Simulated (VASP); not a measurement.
A run of VASP 6.6.1:

Contents of INCAR:

```
SYSTEM = C
PREC     = Accurate       ! precision mode
ENCUT    = 520            ! plane-wave cutoff, eV
EDIFF    = 1E-6           ! SCF threshold, eV
ISMEAR   = -1             ! smearing method
SIGMA    = 0.05           ! smearing width, eV
LREAL    = .False.        ! projectors in reciprocal space
LASPH    = .True.         ! aspherical terms in the spheres
NELM     = 100            ! most SCF steps
ALGO     = Normal         ! electronic algorithm
ISIF     = 2              ! what is computed and relaxed
LWAVE    = .False.        ! write WAVECAR
LCHARG   = .False.        ! write CHGCAR
GGA      = PE             ! functional
NBANDS   = 11             ! bands
```

KPOINTS

```
Automatic mesh
0
Gamma
  26 26 14
  0 0 0
```

File POSCAR:

```
C
1.0
    1.5071971961      0.0000000000      0.0000000000
   -0.7535985981      1.3052710603      0.0000000000
    0.0000000000      0.0000000000      3.6752203485
C
2
Direct
    0.3333333333      0.6666666667      0.2500000000
    0.6666666667      0.3333333333      0.7500000000
```

Potentials or basis: VASP PAW PBE potentials, release 64 (C).

The run is started by

```sh
$ cat potpaw_PBE.64/C/POTCAR > POTCAR
$ mpirun -np 1 vasp_std > vasp.out
```

Hardware: 1 thread of Intel(R) Xeon(R) 6975P-C (Granite Rapids), with other jobs on the host.

Q: Estimate the wall time of this run.

A: It took 11 s on 1 thread of Intel(R) Xeon(R) 6975P-C (Granite Rapids), on a shared host, peak memory 0.13 GiB. Counts: scf iterations 11, k points 560.
